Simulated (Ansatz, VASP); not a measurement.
C: VASP beside Ansatz

```
C
1.0
     0.00000    1.78015    1.78015
     1.78015    0.00000    1.78015
     1.78015    1.78015    0.00000
C
2
Direct
  0.50000 0.50000 0.50000
  0.75000 0.75000 0.75000
```

Alike in both runs: functional r2SCAN; k mesh 8 × 8 × 8; occupations fermi-dirac, width 0.05 eV; no spin polarisation.

Ansatz relaxed the structure, and its values are those at the end. VASP's run is a single point on that final structure, the one shown.

|  | VASP | Ansatz |
| --- | --- | --- |
| version | VASP 6.6.1 | Ansatz 0.2.0 |
| potentials or method | VASP PAW PBE potentials, release 64 (C), cutoff 520 eV | plane waves (500 eV) with PAW, scalar-relativistic |
| valence electrons in the cell | 8 | 8 |

```csv
,VASP,Ansatz,Ansatz less VASP
pressure (GPa),1.1,0.0,-1.11
```

VASP's potentials were made for PBE, not for r2SCAN. The functional is the same, so the differences come from potentials, cutoffs and numerics.
